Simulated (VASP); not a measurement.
# ZnO in VASP: single point with PBE+D3(BJ)

Aim: the single point of ZnO with PBE+D3(BJ).

Program: VASP 6.6.1. These are calculated values, not measurements. Logs are shortened: lines on timing, memory, paths and dates and some standing lists are left out, and cuts for length are marked.

**1. The cell of the first run**

The cell holds a slab with vacuum, 32 atoms: a = 6.510 Å, b = 6.510 Å, c = 25.521 Å, α = 90.00°, β = 90.00°, γ = 120.00°.

**2. Single point, PBE+D3(BJ)**

INCAR

```
SYSTEM = ZnO
PREC = Accurate
ENCUT = 520
EDIFF = 1E-7
ISMEAR = 0
SIGMA = 0.05
LREAL = Auto
LASPH = .TRUE.
NELM = 60
ALGO = Fast
ISIF = 2
LWAVE = .FALSE.
LCHARG = .TRUE.
LDIPOL = .TRUE.
IDIPOL = 3
DIPOL = 0.5 0.5 0.500
GGA = PE
IVDW = 12
LELF = .TRUE.
LVHAR = .TRUE.
LVACPOTAV = .TRUE.
NBANDS = 166
```

KPOINTS

```
regular mesh
0
G
  6 6 1
  0 0 0
```

POSCAR

```
ZnO
1.0
    6.5097053315      0.0000000000      0.0000000000
   -3.2548526657      5.6375701882      0.0000000000
    0.0000000000      0.0000000000     25.5208324564
O Zn
16 16
Direct
    0.3333333333      0.1666666667      0.3330612359
    0.3333333333      0.6666666667      0.3330612359
    0.8333333333      0.1666666667      0.3330612359
    0.8333333333      0.6666666667      0.3330612359
    0.1666666667      0.3333333333      0.4360384204
    0.1666666667      0.8333333333      0.4360384204
    0.6666666667      0.3333333333      0.4360384204
    0.6666666667      0.8333333333      0.4360384204
    0.3333333333      0.1666666667      0.5430103286
    0.3333333333      0.6666666667      0.5430103286
    0.8333333333      0.1666666667      0.5430103286
    0.8333333333      0.6666666667      0.5430103286
    0.1666666667      0.3333333333      0.6468252516
    0.1666666667      0.8333333333      0.6468252516
    0.6666666667      0.3333333333      0.6468252516
    0.6666666667      0.8333333333      0.6468252516
    0.1666666667      0.3333333333      0.3580072106
    0.1666666667      0.8333333333      0.3580072106
    0.6666666667      0.3333333333      0.3580072106
    0.6666666667      0.8333333333      0.3580072106
    0.3333333333      0.1666666667      0.4609843951
    0.3333333333      0.6666666667      0.4609843951
    0.8333333333      0.1666666667      0.4609843951
    0.8333333333      0.6666666667      0.4609843951
    0.1666666667      0.3333333333      0.5615778103
    0.1666666667      0.8333333333      0.5615778103
    0.6666666667      0.3333333333      0.5615778103
    0.6666666667      0.8333333333      0.5615778103
    0.3333333333      0.1666666667      0.6605019056
    0.3333333333      0.6666666667      0.6605019056
    0.8333333333      0.1666666667      0.6605019056
    0.8333333333      0.6666666667      0.6605019056
```

Potentials or basis: VASP PAW PBE potentials, release 64 (O, Zn).

Run with:

```sh
cat potpaw_PBE.64/O/POTCAR potpaw_PBE.64/Zn/POTCAR > POTCAR
mpirun -np 1 vasp_std > vasp.out
```

OUTCAR:

```text
SYSTEM = ZnO
   PREC = Accurate
   ENCUT = 520
   EDIFF = 1E-7
   ISMEAR = 0
   LREAL = Auto
   LASPH = .TRUE.
   NELM = 60
   ISIF = 2
   GGA = PE
   IVDW = 12
 IVDW          = 12

 ion  position               nearest neighbor table
   1  0.333  0.167  0.333-  17 1.98  18 1.98  19 1.98
   2  0.333  0.667  0.333-  18 1.98  17 1.98  20 1.98
   3  0.833  0.167  0.333-  19 1.98  20 1.98  17 1.98
   4  0.833  0.667  0.333-  20 1.98  19 1.98  18 1.98
   5  0.167  0.333  0.436-  21 1.98  22 1.98  23 1.98  17 1.99
   6  0.167  0.833  0.436-  22 1.98  21 1.98  24 1.98  18 1.99
   7  0.667  0.333  0.436-  23 1.98  24 1.98  21 1.98  19 1.99
   8  0.667  0.833  0.436-  24 1.98  23 1.98  22 1.98  20 1.99
   9  0.333  0.167  0.543-  25 1.94  26 1.94  27 1.94  21 2.09
  10  0.333  0.667  0.543-  26 1.94  25 1.94  28 1.94  22 2.09
[... 29 lines left out ...]
 A1 = (   6.5097053315,   0.0000000000,   0.0000000000)
 A2 = (  -3.2548526657,   5.6375701882,   0.0000000000)
 A3 = (   0.0000000000,   0.0000000000,  25.5208324564)

Analysis of symmetry for initial positions (statically):
=====================================================================
 Subroutine PRICEL returns following result:

  LATTYP: Found a hexagonal cell.
 ALAT       =     3.2548526658
 C/A-ratio  =     7.8408564311

  Lattice vectors:

 A1 = (   3.2548526658,   0.0000000000,   0.0000000000)
 A2 = (  -1.6274263328,   2.8187850941,   0.0000000000)
 A3 = (   0.0000000000,   0.0000000000,  25.5208324564)

   4 primitive cells build up your supercell.

 Routine SETGRP: Setting up the symmetry group for a
 hexagonal supercell.

 Subroutine GETGRP returns: Found  6 space group operations
 (whereof  6 operations were pure point group operations)
 out of a pool of 24 trial point group operations.

The static configuration has the point symmetry C_3v.

Analysis of symmetry for dynamics (positions and initial velocities):
=====================================================================
 Subroutine PRICEL returns following result:

  LATTYP: Found a hexagonal cell.
 ALAT       =     3.2548526658
 C/A-ratio  =     7.8408564311

  Lattice vectors:

 A1 = (   3.2548526658,   0.0000000000,   0.0000000000)
 A2 = (  -1.6274263328,   2.8187850941,   0.0000000000)
 A3 = (   0.0000000000,   0.0000000000,  25.5208324564)

   4 primitive cells build up your supercell.

 Routine SETGRP: Setting up the symmetry group for a
 hexagonal supercell.

[... 106 lines left out ...]
   POTIM  = 0.5000    time-step for ionic-motion
   TEBEG  =    0.0;   TEEND  =   0.0 temperature during run
   PSTRESS=    0.0 pullay stress
   NELECT =     288.0000    total number of electrons
   NUPDOWN=      -1.0000    fix difference up-down
   EMIN   =  10.00;   EMAX   =-10.00  energy-range for DOS
   EFERMI =   0.00;   METHOD = LEGACY
   ISMEAR =     0;   SIGMA  =   0.05  broadening in eV -4-tet -1-fermi 0-gaus
   EFERMI_NEDOS =   21; number of points for ismear=-14 and -15
   IALGO  =     68    algorithm
   IMIX   =      4    mixing-type and parameters
     AMIX     =   0.40;   BMIX     =  1.00
     AMIX_MAG =   1.60;   BMIX_MAG =  1.00
  volume/ion in A,a.u.               =      29.27       197.51
  Fermi-wavevector in a.u.,A,eV,Ry     =   1.104985  2.088118 16.612595  1.220991
  Thomas-Fermi vector in A             =   2.241465
   LORBIT       =      0    0 simple, 1 ext, 2 COOP (PROOUT), +10 PAW based schemes
   GGA     = PE    functional components
   LHFCALC =     F    Hartree Fock is set to
   AEXX    =    0.0000 exact exchange contribution
   IVDW    =    12    specifies the selected vdW correction
   LEPSILON=     F    determine dielectric tensor
   LRPA    =     F    only Hartree local field effects (RPA)
 non-spin polarized calculation
 RMM-DIIS sequential band-by-band and
 Gauss-broadening in eV      SIGMA  =   0.05
  energy-cutoff  :      520.00
  volume of cell :      936.59
 maximum number of plane-waves:     25260
   NGX = 25   NGY = 25   NGZ = 95

 dipolmoment           0.000000      0.000000      1.539165 electrons x Angstroem

 number of electron     288.0000353 magnetization

 dipolmoment           0.000000      0.000000     -1.060052 electrons x Angstroem

 Free energy of the ion-electron system (eV)
  ---------------------------------------------------
  ext. energy  EPLUGINS =         0.00000000
  ---------------------------------------------------
  free energy    TOTEN  =      -134.94673001 eV

  energy without entropy =     -134.93040465  energy(sigma->0) =     -134.93856733

 E-fermi :  -2.1780     XC(G=0):  -5.0577

 val. band max:       -2.3588825144   @ k =   0.3333   0.1667   0.0000
 cond. band min:      -2.1696261348   @ k =   0.1667   0.0000   0.0000
 fundamental gap:      0.1892563796
 Fermi energy:        -2.1780012207

 k-point     1 :       0.0000    0.0000    0.0000
  band No.  band energies     occupation
      1     -22.8190      2.00000
      2     -22.3130      2.00000
      3     -22.3130      2.00000
      4     -22.3130      2.00000
      5     -22.0572      2.00000
      6     -21.6174      2.00000
[... 1102 lines left out ...]
    155       2.0440      0.00000
    156       2.0674      0.00000
 [bands above 156 left out]

------------------------ aborting loop because EDIFF is reached ----------------------------------------

 Edisp (eV)   -5.74692

 E8    (eV) :    -2.2345

  FORCE on cell =-STRESS in cart. coord.  units (eV):
  Direction    XX          YY          ZZ          XY          YZ          ZX
  --------------------------------------------------------------------------------------
  -------------------------------------------------------------------------------------
  Total       5.29712     5.29712     0.75500     0.00000     0.00000     0.00000
  in kB       9.06154     9.06154     1.29154     0.00000     0.00000     0.00000
  external pressure =        6.47 kB  Pullay stress =        0.00 kB

 VOLUME and BASIS-vectors are now :
 -----------------------------------------------------------------------------
  energy-cutoff  :      520.00
  volume of cell :      936.59
      direct lattice vectors                 reciprocal lattice vectors
     6.509705332  0.000000000  0.000000000     0.153616784  0.088690692  0.000000000
    -3.254852666  5.637570188  0.000000000     0.000000000  0.177381384  0.000000000
     0.000000000  0.000000000 25.520832456     0.000000000  0.000000000  0.039183675

 POSITION                                       TOTAL-FORCE (eV/Angst)
 -----------------------------------------------------------------------------------
      1.62743      0.93960      8.50000        -0.000000      0.000000      1.330254
     -0.00000      3.75838      8.50000         0.000000      0.000000      1.330254
      4.88228      0.93960      8.50000        -0.000000      0.000000      1.330254
      3.25485      3.75838      8.50000         0.000000      0.000000      1.330254
      0.00000      1.87919     11.12806         0.000000      0.000000      1.406730
     -1.62743      4.69798     11.12806         0.000000      0.000000      1.406730
[... 24 lines left out ...]
      4.88228      0.93960     16.85656        -0.000000      0.000000      0.068752
      3.25485      3.75838     16.85656        -0.000000     -0.000000      0.068752
 -----------------------------------------------------------------------------------
    total drift:                               -0.000012     -0.000002     -0.023631

  FREE ENERGIE OF THE ION-ELECTRON SYSTEM (eV)
  ---------------------------------------------------
  free  energy   TOTEN  =      -140.6936497760 eV

  energy  without entropy=     -140.6773244168  energy(sigma->0) =     -140.68548710

 vacuum level on the upper side and lower side of the slab         0.636         5.863
```

OSZICAR:

```text
N       E                     dE             d eps       ncg     rms          rms(c)
DAV:   1     0.320344162310E+04    0.32034E+04   -0.13056E+05  2332   0.189E+03
DAV:   2     0.555197273846E+03   -0.26482E+04   -0.25210E+04  2508   0.483E+02
DAV:   3    -0.947590809871E+02   -0.64996E+03   -0.63573E+03  2558   0.229E+02
[... 29 lines left out ...]
RMM:  33    -0.134946729352E+03   -0.39426E-06   -0.13730E-08  1038   0.260E-04    0.518E-04
RMM:  34    -0.134946729563E+03   -0.21171E-06   -0.27547E-09   746   0.190E-04    0.151E-04
RMM:  35    -0.134946729864E+03   -0.30050E-06   -0.32608E-09   800   0.187E-04    0.290E-04
RMM:  36    -0.134946729964E+03   -0.10037E-06   -0.20146E-09   637   0.155E-04    0.871E-05
RMM:  37    -0.134946730007E+03   -0.42492E-07   -0.14173E-09   734   0.178E-04
   1 F= -.14069365E+03 E0= -.14068549E+03  d E =-.163254E-01
```

stdout:

```text
POSCAR found type information on POSCAR O Zn
 POSCAR found :  2 types and      32 ions
 scaLAPACK will be used
 LDA part: xc-table for (Slater+PW92), standard interpolation
 POSCAR, INCAR and KPOINTS ok, starting setup
 FFT: planning ... GRIDC
 FFT: planning ... GRID_SOFT
 FFT: planning ... GRID
 WAVECAR not read
 entering main loop
 -----------------------------------------------------------------------------
|                                                                             |
|           W    W    AA    RRRRR   N    N  II  N    N   GGGG   !!!           |
|           W    W   A  A   R    R  NN   N  II  NN   N  G    G  !!!           |
|           W    W  A    A  R    R  N N  N  II  N N  N  G       !!!           |
|           W WW W  AAAAAA  RRRRR   N  N N  II  N  N N  G  GGG   !            |
|           WW  WW  A    A  R   R   N   NN  II  N   NN  G    G                |
|           W    W  A    A  R    R  N    N  II  N    N   GGGG   !!!           |
|                                                                             |
|     Did not find any points to average over, which means that no vacuum     |
|     field-free region was found. Please increase the size of  your cell     |
|     in the dimension of the dipole correction to obtain accurate            |
|     workfunction values.                                                    |
|                                                                             |
 -----------------------------------------------------------------------------
```

Run time: 76 min. Hardware: 1 thread of Oxide Virtual Turin-like, shared host; peak memory 1.3 GiB.

Results:

```
Free energy                : -140.6936 eV
Largest force              : 1.996 eV/Å
Band gap on the k mesh     : zero (bands 144 and 145 overlap by 0.26 eV)
Dispersion energy per atom : -0.180 eV
```

Forces in eV/Å, atoms in the order of the input:
```
O    0.000  0.000  1.330
O    0.000  0.000  1.330
O    0.000  0.000  1.330
O    0.000  0.000  1.330
O    0.000  0.000  1.407
O    0.000  0.000  1.407
O    0.000  0.000  1.407
O    0.000  0.000  1.407
O    0.000  0.000 -0.015
O    0.000  0.000 -0.015
O    0.000  0.000 -0.015
O    0.000  0.000 -0.015
O    0.000  0.000 -0.046
O    0.000  0.000 -0.046
O    0.000  0.000 -0.046
O    0.000  0.000 -0.046
Zn   0.000  0.000 -1.996
Zn   0.000  0.000 -1.996
Zn   0.000  0.000 -1.996
Zn   0.000  0.000 -1.996
Zn   0.000  0.000 -0.773
Zn   0.000  0.000 -0.773
Zn   0.000  0.000 -0.773
Zn   0.000  0.000 -0.773
Zn   0.000  0.000  0.025
Zn   0.000  0.000  0.025
Zn   0.000  0.000  0.025
Zn   0.000  0.000  0.025
Zn   0.000  0.000  0.069
Zn   0.000  0.000  0.069
Zn   0.000  0.000  0.069
Zn   0.000  0.000  0.069
```

Levels at points of the mesh, in eV from the Fermi level:
```csv
k point,band 142,band 143,band 144,band 145,band 146,band 147
"(0.00, 0.00, 0.00)",-0.42,-0.42,0.29,0.29,0.63,1.92
"(0.50, 0.00, 0.00)",-0.36,-0.24,-0.24,0.25,0.25,1.79
```

The gap in the log of VASP goes by the Fermi energy; the results here count the filled bands.